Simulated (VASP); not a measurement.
Input of a VASP 6.6.1 run:

Contents of INCAR:

```
SYSTEM = Si4N
  PREC = Accurate
  ENCUT = 520
  EDIFF = 1E-6
  ISMEAR = 0
  SIGMA = 0.05
  LREAL = .False.
  LASPH = .True.
  NELM = 150
  ALGO = Normal
  ISIF = 2
  LWAVE = .False.
  LCHARG = .False.
  ISPIN = 2
  MAGMOM = 0 0 0 0 3
  LORBIT = 11
  LDIPOL = .True.
  IDIPOL = 3
  DIPOL = 0.5 0.5 0.335
  GGA = PE
  IVDW = 12
  NBANDS = 22
```

Contents of KPOINTS:

```
regular mesh
0
Gamma
  7 7 1
  0 0 0
```

POSCAR

```
Si4N
1.0
    3.8333442755      0.0000000000      0.0000000000
    0.0000000000      3.8333442755      0.0000000000
    0.0000000000      0.0000000000     21.1034818114
Si N
4 1
Direct
    0.0000000000      0.5000000000      0.1895421825
    0.0000000000      0.0000000000      0.2537634269
    0.5000000000      0.0000000000      0.3207061922
    0.5000000000      0.5000000000      0.3839879070
    0.7500000000      0.6250000000      0.5261445439
```

Potentials or basis: VASP PAW PBE potentials, release 64 (Si, N).

Launch:

```bash
$ cat potpaw_PBE.64/Si/POTCAR potpaw_PBE.64/N/POTCAR > POTCAR
$ mpirun -np 1 vasp_std > vasp.out
```

Task: Predict the largest force.

Result: 0.397 eV/Å.

Task: What does it give for the dispersion energy per atom?

Result: -0.198 eV.

Task: What does it give for the site moments?

Result: Si -0.00, -0.01, -0.06 (each value once); N +1.86 μB.

Task: What does it give for the net moment?

Result: 2.63 μB per cell.

Forces on the atoms (eV/Å):
```
Si   0.010  0.007  0.060
Si  -0.007  0.006  0.060
Si   0.055 -0.022  0.034
Si   0.028  0.064  0.229
N   -0.086 -0.054 -0.383
```
